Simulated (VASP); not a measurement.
Runs of VASP 6.6.1 on ZrS. The structure is that of space group Fm-3m (No. 225), or close to it. The cells are those of the table. 

```csv
spin,fixed moment (μB),cell,gap on the mesh (eV),pressure (GPa),moment (μB)
collinear,0.2,"a = 3.398 Å, angles 60.0°, 2 atoms",-,48.1,0.20
collinear,0.8,"a = 3.836 Å, angles 60.0°, 2 atoms",-,-16.4,0.80
collinear,0.5,"a = 3.836 Å, angles 60.0°, 2 atoms",-,(d),0.50
collinear,0.2,"a = 3.836 Å, angles 60.0°, 2 atoms",-,-17.6,0.20
collinear,0.9,"a = 3.836 Å, angles 60.0°, 2 atoms",-,-16.1,0.90
off,-,"a = 3.787 Å, angles 60.0°, 2 atoms",none,(a),-
collinear,0.1,"a = 3.836 Å, angles 60.0°, 2 atoms",-,(b),0.10
collinear,1.0,"a = 3.836 Å, angles 60.0°, 2 atoms",-,-15.7,1.00
off,-,"a = 3.459 Å, angles 60.0°, 2 atoms",none,31.3,-
collinear,1.0,"a = 3.398 Å, angles 60.0°, 2 atoms",-,51.6,1.00
off,-,"a = 3.518 Å, angles 60.0°, 2 atoms",none,(c),-
off,-,"a = 3.630 Å, angles 60.0°, 2 atoms",none,0.2,-
```

Alike in all rows: task single point; level LDA; potentials or basis VASP PAW LDA potentials, release 64 (Zr_sv, S); k mesh 16 × 16 × 16; cutoff (eV) 520; smearing gaussian 0.15 eV.

**Question.** Fill in the values left out.

**Answer.** (a) -14.8; (b) -17.7; (c) 18.3; (d) -17.2.

Caveats: the total moment is fixed, so each spin has its own Fermi level (at least some runs); the cell stands under tension (at least some runs); the cell stands under pressure (at least some runs).

A k mesh can miss the band edges, and the runs leave out spin-orbit coupling on Zr.

A gap of «none» marks levels without a gap at the run's occupations.
